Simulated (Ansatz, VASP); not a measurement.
# Two plane-wave programs on C

```
C
1.0
     2.50497    0.00000    0.00000
    -1.25249    2.16937    0.00000
     0.00000    0.00000    4.11898
C
4
Cartesian
  0.0000 1.4462 -0.0012
  1.2525 0.7231 2.0583
  0.0000 1.4462 1.5417
  1.2525 0.7231 3.6012
```

Change from the starting cell: strained cell.

Alike in both runs: functional PBEsol; k mesh 9 × 9 × 6; occupations gaussian, width 0.02 eV; no spin polarisation.

Ansatz relaxed the structure, and its values are those at the end. VASP's run is a single point on that final structure, the one shown.

|  | VASP | Ansatz |
| --- | --- | --- |
| version | VASP 6.6.1 | Ansatz 0.2.0 |
| potentials or method | VASP PAW PBE potentials, release 64 (C), cutoff 520 eV | scalar-relativistic, plane waves, PAW |
| valence electrons in the cell | 16 | 16 |

```csv
,VASP,Ansatz,Ansatz less VASP
gap on the k mesh at the Fermi level (eV),3.05,3.07,+0.019
least direct gap on the mesh (eV),4.77,4.78,+0.007
pressure (GPa),3.7,2.5,-1.18
```

VASP's potentials were made for PBE, not for PBEsol, and Ansatz warns of the same on its side. With one functional, cell and mesh, what is left measures potentials, basis and numerics. Ansatz's warnings: stress scf threshold loose.
